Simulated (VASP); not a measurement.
Input of a VASP 6.6.1 run:

Contents of INCAR:

```
ALGO     = Normal         # electronic algorithm
EDIFF    = 1E-7           # SCF threshold, eV
ENCUT    = 520            # plane-wave cutoff, eV
GGA      = PE             # functional
ISIF     = 2              # what is computed and relaxed
ISMEAR   = -1             # smearing method
LASPH    = T              # aspherical terms in the spheres
LCHARG   = T              # write CHGCAR
LELF     = T              # ELF
LREAL    = F              # projectors in reciprocal space
LVHAR    = T            
LWAVE    = F              # write WAVECAR
NBANDS   = 16             # bands
NELM     = 100            # most SCF steps
PREC     = Accurate       # precision mode
SIGMA    = 0.08           # smearing width, eV
```

The input KPOINTS:

```
k-points
0
Gamma
  13 13 13
```

The input POSCAR:

```
AlRu
1.0
    0.0000000000      2.3292631209      2.3292631209
    2.3292631209      0.0000000000      2.3292631209
    2.3292631209      2.3292631209      0.0000000000
Ru Al
1 1
Direct
    0.0000000000      0.0000000000      0.0000000000
    0.2500000000      0.2500000000      0.2500000000
```

Potentials or basis: VASP PAW PBE potentials, release 64 (Ru_pv, Al).

Launch:

```console
$ cat potpaw_PBE.64/Ru_pv/POTCAR potpaw_PBE.64/Al/POTCAR > POTCAR
$ mpirun -np 1 vasp_std > vasp.out
```

(1) Estimate the pressure.

Answers

(1) 111.2 GPa.
